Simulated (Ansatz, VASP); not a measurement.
HfN: VASP beside Ansatz

INCAR

```
PREC     = Accurate       # precision mode
ENCUT    = 520            # plane-wave cutoff, eV
EDIFF    = 1E-6           # SCF threshold, eV
ISMEAR   = -1             # smearing method
SIGMA    = 0.03           # smearing width, eV
LREAL    = F              # projectors in reciprocal space
LASPH    = T              # aspherical terms in the spheres
NELM     = 80             # most SCF steps
ALGO     = Normal         # electronic algorithm
ISIF     = 2              # what is computed and relaxed
LWAVE    = F              # write WAVECAR
LCHARG   = T              # write CHGCAR
GGA      = CA             # functional
LELF     = T              # ELF
LVHAR    = T            
NBANDS   = 14             # bands
```

File KPOINTS:

```
Automatic mesh
0
Gamma
  9 9 9
```

File POSCAR:

```
HfN
1.0
    0.0000000000      2.2560000000      2.2560000000
    2.2560000000      0.0000000000      2.2560000000
    2.2560000000      2.2560000000      0.0000000000
Hf N
1 1
Direct
    0.0000000000      0.0000000000      0.0000000000
    0.5000000000      0.5000000000      0.5000000000
```

Input for Ansatz:

```yaml
crystal:
  lattice:
    - [0.0, 2.256, 2.256]
    - [2.256, 0.0, 2.256]
    - [2.256, 2.256, 0.0]
  atoms:
    - { symbol: Hf, position: [0.0, 0.0, 0.0] }
    - { symbol: "N", position: [0.5, 0.5, 0.5] }
kpoints:
  mp_grid: { grid: [9, 9, 9] }
scf:
  occupations: { method: fermi_dirac, width: 0.03 }
hamiltonian:
  xc: lda
  pseudopotentials: { kind: paw }
output:
  forces: true
  stress: true
  eigenvalues: true
  populations: true
  write_density: true
  write_potential: true
  elf: true
  volumetric_format: npy
```

Change from the starting cell: shortest bond scaled by 1, PAW files.

Alike in both runs: task single point; functional LDA; k mesh 9 × 9 × 9; occupations fermi-dirac, width 0.03 eV; no spin polarisation.

```csv
,VASP,Ansatz
version,VASP 6.6.1,Ansatz 0.2.0
potentials or method,"VASP PAW LDA potentials, release 64 (Hf_pv, N)","PAW with Ansatz's default frozen-core files, scalar-relativistic"
plane-wave cutoff (eV),520,420
valence electrons in the cell,15,31
```

```tsv
	VASP	Ansatz	Ansatz less VASP
pressure (GPa)	-9.6	-8.3	+1.26
```

LDA's correlation is that of Perdew and Zunger in VASP and of Perdew and Wang (1992) in Ansatz. VASP's potentials hold 15 valence electrons a cell and Ansatz's 31, so a difference there can come from the potentials and not from the codes.

Neither program's run includes spin-orbit coupling.
